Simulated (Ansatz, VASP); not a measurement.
V in VASP and in Ansatz

INCAR

```
SYSTEM = V
PREC     = Accurate       ! precision mode
ENCUT    = 600            ! plane-wave cutoff, eV
EDIFF    = 1E-6           ! SCF threshold, eV
ISMEAR   = 0              ! smearing method
SIGMA    = 0.1            ! smearing width, eV
LREAL    = .False.        ! projectors in reciprocal space
LASPH    = .True.         ! aspherical terms in the spheres
NELM     = 80             ! most SCF steps
ALGO     = Normal         ! electronic algorithm
ISIF     = 3              ! what is computed and relaxed
LWAVE    = .False.        ! write WAVECAR
LCHARG   = .False.        ! write CHGCAR
GGA      = PE             ! functional
IBRION   = 2              ! ionic algorithm
NSW      = 90             ! ionic steps
EDIFFG   = -0.04          ! ionic threshold
```

KPOINTS

```
regular mesh
0
Gamma
  6 6 4
  0 0 0
```

POSCAR

```
V
1.0
    3.5032823655      0.0000000000      0.0000000000
   -1.7516411827      3.0339315251      0.0000000000
    0.0000000000      0.0000000000      3.9813192568
V
3
Direct
    0.2170000000      0.0000000000      0.1666666667
    0.0000000000      0.2170000000      0.8333333333
    0.7830000000      0.7830000000      0.5000000000
```

Input for Ansatz:

```yaml
crystal:
  lattice:
    - [3.5032823655, 0.0, 0.0]
    - [-1.7516411827, 3.0339315251, 0.0]
    - [0.0, 0.0, 3.9813192568]
  atoms:
    - { symbol: V, position: [0.217, 0.0, 0.1666666667] }
    - { symbol: V, position: [0.0, 0.217, 0.8333333333] }
    - { symbol: V, position: [0.783, 0.783, 0.5] }
basis:
  ecutwfc: 420
kpoints:
  mp_grid: { grid: [6, 6, 4] }
hamiltonian:
  xc: pbe
scf:
  occupations: { method: gaussian, width: 0.1 }
  lower_state_search: "off"
output:
  forces: true
  stress: true
  eigenvalues: true
relax:
  adjacent_minimum: "off"
  f_tol: 0.04
  max_steps: 70
  cell: { stress_tol: 0.4 }
```

Alike in both runs: task relaxation of cell and atoms; functional PBE; k mesh 6 × 6 × 4; occupations gaussian, width 0.1 eV; no spin polarisation.

|  | VASP | Ansatz |
| --- | --- | --- |
| version | VASP 6.6.1 | Ansatz 0.2.0 |
| potentials or method | VASP PAW PBE potentials, release 64 (V_sv), cutoff 600 eV | scalar-relativistic, plane waves, PAW |
| valence electrons in the cell | 39 | 39 |

Ansatz gave:

| Quantity | Value |
| --- | --- |
| gap on the k mesh at the Fermi level, each at its own relaxed structure (eV) | none |
| relaxed volume (Å³/atom) | 13.44 |
| relaxed cell length with the largest relative difference (Å) | 4.169 |

Estimate VASP's values.

gap on the k mesh at the Fermi level, each at its own relaxed structure (eV): none; relaxed volume (Å³/atom): 13.80; relaxed cell length with the largest relative difference (Å): 2.824.

A gap of «none» marks a metal or a gap that the smearing closes. One of these differences is far larger than is usual between the two programs; its cause wasn't traced.

The k mesh is coarse, so the values compare programs but aren't converged.
